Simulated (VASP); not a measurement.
# Si (Fd-3m) in VASP: single point with PBEsol

Aim: the single point of Si with PBEsol.

Program: VASP 6.6.1. These are calculated values, not measurements. Logs are shortened: lines on timing, memory, paths and dates and some standing lists are left out, and cuts for length are marked.

## Step 1: The cell of the first run

It takes space group Fd-3m (No. 227, cubic). The conventional cell has a = 5.433 Å, b = 5.433 Å, c = 5.433 Å, α = 90.00°, β = 90.00°, γ = 90.00°. Si (site symmetry -43m) has 4 Si at 2.35 Å within 3.1 Å.

## Step 2: Single point, PBEsol

File INCAR:

```
ALGO = Normal
EDIFF = 1E-6
ENCUT = 500
GGA = PS
GGA_COMPAT = F
ISIF = 2
ISMEAR = 0
LASPH = T
LCHARG = F
LREAL = F
LWAVE = F
NBANDS = 11
NELM = 120
PREC = Accurate
SIGMA = 0.02
```

File KPOINTS:

```
k-points
0
Gamma
  10 10 10
```

File POSCAR:

```
Si
1.0
    0.0000000000      2.7167281737      2.7167281737
    2.7167281737      0.0000000000      2.7167281737
    2.7167281737      2.7167281737      0.0000000000
Si
2
Direct
    0.0000000000      0.0000000000      0.0000000000
    0.2500000000      0.2500000000      0.2500000000
```

Potentials or basis: VASP PAW PBE potentials, release 64 (Si).

The run is started by

```
> cat potpaw_PBE.64/Si/POTCAR > POTCAR
> mpirun -np 1 vasp_std > vasp.out
```

OUTCAR:

```text
EDIFF = 1E-6
   ENCUT = 500
   GGA = PS
   ISIF = 2
   ISMEAR = 0
   LASPH = T
   LREAL = F
   NELM = 120
   PREC = Accurate

 ion  position               nearest neighbor table
   1  0.000  0.000  0.000-   2 2.35   2 2.35   2 2.35   2 2.35
   2  0.250  0.250  0.250-   1 2.35   1 2.35   1 2.35   1 2.35

  LATTYP: Found a face centered cubic cell.
 ALAT       =     5.4334563474

  Lattice vectors:

 A1 = (   0.0000000000,   2.7167281737,   2.7167281737)
 A2 = (   2.7167281737,   0.0000000000,   2.7167281737)
 A3 = (   2.7167281737,   2.7167281737,   0.0000000000)

Analysis of symmetry for initial positions (statically):
=====================================================================
 Subroutine PRICEL returns:
 Original cell was already a primitive cell.

 Routine SETGRP: Setting up the symmetry group for a
 face centered cubic supercell.

 Subroutine GETGRP returns: Found 48 space group operations
 (whereof 24 operations were pure point group operations)
 out of a pool of 48 trial point group operations.

The static configuration has the point symmetry T_d .
 The point group associated with its full space group is O_h .

Analysis of symmetry for dynamics (positions and initial velocities):
=====================================================================
 Subroutine PRICEL returns:
 Original cell was already a primitive cell.

 Routine SETGRP: Setting up the symmetry group for a
 face centered cubic supercell.

 Subroutine GETGRP returns: Found 48 space group operations
 (whereof 24 operations were pure point group operations)
 out of a pool of 48 trial point group operations.

The dynamic configuration has the point symmetry T_d .
 The point group associated with its full space group is O_h .

 Subroutine INISYM returns: Found 48 space group operations
 (whereof 24 operations are pure point group operations),
 and found     1 'primitive' translations

----------------------------------------------------------------------------------------

                                     Primitive cell

  volume of cell :      40.1022

  direct lattice vectors                    reciprocal lattice vectors
     0.000000000  2.716728174  2.716728174    -0.184044913  0.184044913  0.184044913
     2.716728174  0.000000000  2.716728174     0.184044913 -0.184044913  0.184044913
     2.716728174  2.716728174  0.000000000     0.184044913  0.184044913 -0.184044913

  length of vectors
     3.842033829  3.842033829  3.842033829     0.318775140  0.318775140  0.318775140

  position of ions in fractional coordinates (direct lattice)
     0.000000000  0.000000000  0.000000000
     0.250000000  0.250000000  0.250000000

  ion indices of the primitive-cell ions
   primitive index   ion index
                 1           1
                 2           2

----------------------------------------------------------------------------------------

 KPOINTS: k-points

Automatic generation of k-mesh.
 Grid dimensions read from file:
 generate k-points for:   10   10   10

 Generating k-lattice:

  Cartesian coordinates                     Fractional coordinates (reciprocal lattice)
    -0.018404491  0.018404491  0.018404491     0.100000000  0.000000000  0.000000000
     0.018404491 -0.018404491  0.018404491     0.000000000  0.100000000  0.000000000
     0.018404491  0.018404491 -0.018404491     0.000000000  0.000000000  0.100000000

  Length of vectors
     0.031877514  0.031877514  0.031877514

  Shift w.r.t. Gamma in fractional coordinates (k-lattice)
     0.000000000  0.000000000  0.000000000

 Subroutine IBZKPT returns following result:
 ===========================================

 Found     47 irreducible k-points:

 Following reciprocal coordinates:
            Coordinates               Weight
  0.000000  0.000000  0.000000      1.000000
  0.100000  0.000000  0.000000      8.000000
  0.200000  0.000000  0.000000      8.000000
  0.300000  0.000000  0.000000      8.000000
  0.400000  0.000000  0.000000      8.000000
  0.500000  0.000000  0.000000      4.000000
[... 16 lines left out ...]
  0.300000  0.300000  0.000000      6.000000
  0.400000  0.300000  0.000000     24.000000
 [... further k-points ...]
   k-points           NKPTS =     47   k-points in BZ     NKDIM =     47   number of bands    NBANDS=     11
   number of dos      NEDOS =    301   number of ions     NIONS =      2
   total plane-waves  NPLWV =  21952
   dimension x,y,z NGX =    28 NGY =   28 NGZ =   28
   dimension x,y,z NGXF=    56 NGYF=   56 NGZF=   56
   ions per type =               2
   NGX,Y,Z   is equivalent  to a cutoff of  12.12, 12.12, 12.12 a.u.
   NGXF,Y,Z  is equivalent  to a cutoff of  24.23, 24.23, 24.23 a.u.
 SYSTEM =  unknown system
   PREC   = accura    normal or accurate (medium, high low for compatibility)
   ISTART =      0    job   : 0-new  1-cont  2-samecut
   ICHARG =      2    charge: 1-file 2-atom 10-const
   ISPIN  =      1    spin polarized calculation?
   LNONCOLLINEAR =      F non collinear calculations
   LSORBIT =      F    spin-orbit coupling
   LASPH  =      T    aspherical Exc in radial PAW
   ENCUT  =  500.0 eV  36.75 Ry    6.06 a.u.   7.00  7.00  7.00*2*pi/ulx,y,z
   NELM   =    120;   NELMIN=  2; NELMDL= -5     # of ELM steps
   EDIFF  = 0.1E-05   stopping-criterion for ELM
   LREAL  =      F    real-space projection
   EDIFFG = 0.1E-04   stopping-criterion for IOM
   NSW    =      0    number of steps for IOM
   IBRION =     -1    ionic relax: 0-MD 1-quasi-New 2-CG
   NFREE  =      0    steps in history (QN), initial steepest desc. (CG)
   ISIF   =      2    stress and relaxation
   ISYM   =      2    0-nonsym 1-usesym 2-fastsym
   POTIM  = 0.5000    time-step for ionic-motion
   TEBEG  =    0.0;   TEEND  =   0.0 temperature during run
   PSTRESS=    0.0 pullay stress
   NELECT =       8.0000    total number of electrons
   NUPDOWN=      -1.0000    fix difference up-down
   EMIN   =  10.00;   EMAX   =-10.00  energy-range for DOS
   EFERMI =   0.00;   METHOD = LEGACY
   ISMEAR =     0;   SIGMA  =   0.02  broadening in eV -4-tet -1-fermi 0-gaus
   EFERMI_NEDOS =   21; number of points for ismear=-14 and -15
   IALGO  =     38    algorithm
   IMIX   =      4    mixing-type and parameters
     AMIX     =   0.40;   BMIX     =  1.00
     AMIX_MAG =   1.60;   BMIX_MAG =  1.00
  volume/ion in A,a.u.               =      20.05       135.31
  Fermi-wavevector in a.u.,A,eV,Ry     =   0.956567  1.807649 12.449604  0.915020
  Thomas-Fermi vector in A             =   2.085507
   LORBIT       =      0    0 simple, 1 ext, 2 COOP (PROOUT), +10 PAW based schemes
   GGA     = PS    functional components
   LHFCALC =     F    Hartree Fock is set to
   AEXX    =    0.0000 exact exchange contribution
   IVDW    =     0    specifies the selected vdW correction
   LEPSILON=     F    determine dielectric tensor
   LRPA    =     F    only Hartree local field effects (RPA)
 non-spin polarized calculation
 Gauss-broadening in eV      SIGMA  =   0.02
  energy-cutoff  :      500.00
  volume of cell :       40.10
 maximum number of plane-waves:      1034
   NGX = 13   NGY = 13   NGZ = 13

 number of electron       8.0000001 magnetization

 Free energy of the ion-electron system (eV)
  ---------------------------------------------------
  ext. energy  EPLUGINS =         0.00000000
  ---------------------------------------------------
  free energy    TOTEN  =       -11.49263374 eV

  energy without entropy =      -11.49263374  energy(sigma->0) =      -11.49263374

 E-fermi :   5.9417     XC(G=0):  -9.5478

 val. band max:        5.7746789642   @ k =   0.0000   0.0000   0.0000
 cond. band min:       6.2438220027   @ k =   0.4000   0.4000   0.0000
 fundamental gap:      0.4691430385
 Fermi energy:         5.9416895901

 k-point     1 :       0.0000    0.0000    0.0000
  band No.  band energies     occupation
      1      -6.2052      2.00000
      2       5.7747      2.00000
      3       5.7747      2.00000
      4       5.7747      2.00000
      5       8.2914      0.00000
      6       8.2914      0.00000
      7       8.2914      0.00000
      8       9.0815      0.00000
      9      13.4622      0.00000
     10      13.4622      0.00000
     11      13.4788      0.00000

 k-point     2 :       0.1000    0.0000    0.0000
  band No.  band energies     occupation
      1      -6.0740      2.00000
      2       4.6181      2.00000
      3       5.5738      2.00000
      4       5.5738      2.00000
      5       8.2919      0.00000
      6       8.5860      0.00000
      7       8.5860      0.00000
      8      10.0095      0.00000
      9      13.0885      0.00000
     10      13.0885      0.00000
     11      14.0306      0.00000

 k-point     3 :       0.2000    0.0000    0.0000
  band No.  band energies     occupation
      1      -5.6864      2.00000
      2       2.7468      2.00000
      3       5.1908      2.00000
      4       5.1908      2.00000
      5       7.9257      0.00000
      6       9.0934      0.00000
      7       9.0934      0.00000
      8      11.7583      0.00000
      9      12.7602      0.00000
     10      12.7602      0.00000
     11      14.7052      0.00000

 k-point     4 :       0.3000    0.0000    0.0000
  band No.  band energies     occupation
      1      -5.0686      2.00000
      2       0.9542      2.00000
      3       4.8556      2.00000
      4       4.8556      2.00000
      5       7.5587      0.00000
      6       9.2539      0.00000
      7       9.2539      0.00000
      8      13.2912      0.00000
      9      13.3066      0.00000
     10      13.3066      0.00000
     11      14.4951      0.00000

 k-point     5 :       0.4000    0.0000    0.0000
  band No.  band energies     occupation
      1      -4.3165      2.00000
      2      -0.5289      2.00000
      3       4.6438      2.00000
      4       4.6438      2.00000
      5       7.3174      0.00000
      6       9.1272      0.00000
      7       9.1272      0.00000
      8      13.4084      0.00000
      9      14.7034      0.00000
     10      14.7034      0.00000
     11      15.7418      0.00000
[... 211 lines left out ...]
 k-point    21 :      -0.3000    0.2000    0.0000
  band No.  band energies     occupation
      1      -4.1304      2.00000
      2       0.0435      2.00000
      3       2.2815      2.00000
      4       4.4515      2.00000
      5       8.1482      0.00000
      6      10.2523      0.00000
      7      10.3098      0.00000
      8      12.4023      0.00000
      9      12.5247      0.00000
     10      15.2346      0.00000
     11      17.5413      0.00000

 k-point    22 :      -0.2000    0.2000    0.0000
  band No.  band energies     occupation
      1      -4.8521      2.00000
      2       1.2886      2.00000
      3       2.7343      2.00000
      4       4.9263      2.00000
      5       8.6017      0.00000
      6       9.7205      0.00000
      7      10.0141      0.00000
      8      11.4232      0.00000
      9      11.8129      0.00000
     10      16.3399      0.00000
     11      16.5096      0.00000

 k-point    23 :       0.3000    0.3000    0.0000
  band No.  band energies     occupation
      1      -4.6519      2.00000
      2       1.3569      2.00000
      3       3.5284      2.00000
      4       3.5284      2.00000
      5       6.5348      0.00000
      6       8.0737      0.00000
      7      12.3860      0.00000
      8      12.3860      0.00000
      9      14.8364      0.00000
     10      15.2002      0.00000
     11      18.0422      0.00000

 k-point    24 :       0.4000    0.3000    0.0000
  band No.  band energies     occupation
      1      -4.0370      2.00000
      2       0.3500      2.00000
      3       2.8884      2.00000
      4       3.3233      2.00000
      5       6.7224      0.00000
      6       7.9097      0.00000
      7      12.6792      0.00000
      8      12.7987      0.00000
      9      16.2104      0.00000
     10      16.4780      0.00000
     11      17.8088      0.00000

 [... further k-points ...]
[... 5 lines left out ...]
  --------------------------------------------------------------------------------------
  -------------------------------------------------------------------------------------
  Total        0.0298543      0.0298543      0.0298543      0.0000000     -0.0000000      0.0000000
  in kB        1.1927471      1.1927471      1.1927471      0.0000000     -0.0000000      0.0000000
  external PRESSURE =       1.1927471 kB  Pullay stress =       0.0000000 kB

 VOLUME and BASIS-vectors are now :
 -----------------------------------------------------------------------------
  energy-cutoff  :      500.00
  volume of cell :       40.10
      direct lattice vectors                 reciprocal lattice vectors
     0.000000000  2.716728174  2.716728174    -0.184044913  0.184044913  0.184044913
     2.716728174  0.000000000  2.716728174     0.184044913 -0.184044913  0.184044913
     2.716728174  2.716728174  0.000000000     0.184044913  0.184044913 -0.184044913

 POSITION                                       TOTAL-FORCE (eV/Angst)
 -----------------------------------------------------------------------------------
      0.00000      0.00000      0.00000        -0.000000     -0.000000     -0.000000
      1.35836      1.35836      1.35836         0.000000      0.000000      0.000000
 -----------------------------------------------------------------------------------
    total drift:                                0.000000      0.000000     -0.000000

  FREE ENERGIE OF THE ION-ELECTRON SYSTEM (eV)
  ---------------------------------------------------
  free  energy   TOTEN  =       -11.4926337425 eV

  energy  without entropy=      -11.4926337425  energy(sigma->0) =      -11.49263374
```

Run time: 26 s. Hardware: 1 thread of Intel Xeon 8259CL, shared host; peak memory 0.15 GiB.

Results:

```
Free energy            : -11.4926 eV
Pressure               : 0.1 GPa
Band gap on the k mesh : 0.47 eV, indirect (least direct gap 2.52 eV)
```

Levels at points of the mesh, in eV from the valence-band top:
| k point | band 1 | band 2 | band 3 | band 4 | band 5 | band 6 | band 7 | band 8 |
| --- | --- | --- | --- | --- | --- | --- | --- | --- |
| (0.00, 0.00, 0.00) | -11.98 | 0.00 | 0.00 | 0.00 | 2.52 | 2.52 | 2.52 | 3.31 |
| (0.50, 0.00, 0.00) | -9.63 | -7.01 | -1.20 | -1.20 | 1.46 | 3.27 | 3.27 | 7.51 |
| (0.50, 0.50, 0.00) | -7.82 | -7.82 | -2.87 | -2.87 | 0.59 | 0.59 | 10.05 | 10.05 |

Caveat: the PAW data sets were made with another functional, which shifts forces and pressure a little.
